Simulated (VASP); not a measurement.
Write the native input for VASP 6.6.1 that does the following.

* Task: single point
* Functional: PBE
* Potentials or basis: VASP PAW PBE potentials, release 64 (Ta_pv, Br, N)
* Cutoff: 520 eV
* k mesh: 3 × 3 × 4
* Occupations: gaussian, width 0.1 eV
* Spin: no spin polarisation
* Dipole correction: no
* Further INCAR settings: ALGO = Normal; EDIFF = 1e-06; NBANDS = 33

The structure of Ta2Br3N lies in POSCAR:

```
Ta2Br3N
1.0
    6.3704978400      0.0000000000      0.0000000000
   -3.1852489200      5.5170129600      0.0000000000
    0.0000000000      0.0000000000      3.8593576300
Ta Br N
2 3 1
Direct
    0.3333333300      0.6666666700      0.0000000000
    0.6666666700      0.3333333300      0.0000000000
    0.5000000000      0.0000000000      0.5000000000
    0.5000000000      0.5000000000      0.5000000000
    0.0000000000      0.5000000000      0.5000000000
    0.0000000000      0.0000000000      0.0000000000
```

One way to write it, as run:

INCAR

```
SYSTEM = Ta2Br3N
  ALGO = Normal
  EDIFF = 1E-6
  ENCUT = 520
  GGA = PE
  ISIF = 2
  ISMEAR = 0
  LASPH = .True.
  LCHARG = .False.
  LREAL = .False.
  LWAVE = .False.
  NBANDS = 33
  NELM = 60
  PREC = Accurate
  SIGMA = 0.1
```

KPOINTS

```
k-points
0
Gamma
  3 3 4
  0 0 0
```

Potentials or basis: VASP PAW PBE potentials, release 64 (Ta_pv, Br, N).

The run is started by

```bash
$ cat potpaw_PBE.64/Ta_pv/POTCAR potpaw_PBE.64/Br/POTCAR potpaw_PBE.64/N/POTCAR > POTCAR
$ mpirun -np 1 vasp_std > vasp.out
```

Results of the run:

The pressure is 0.5 GPa. The band gap on the k mesh is zero (band 24 reaches 4.18 eV, above the bottom of band 25 at 3.89 eV).

Caveat: the k points lie up to 0.41 Å⁻¹ apart; spin-orbit coupling is left out, which moves the levels of the heavy elements.

Wall time 81 s on 1 thread of AMD EPYC 7R13 Processor (Zen 3), with other jobs on the host, peak memory 0.23 GiB.
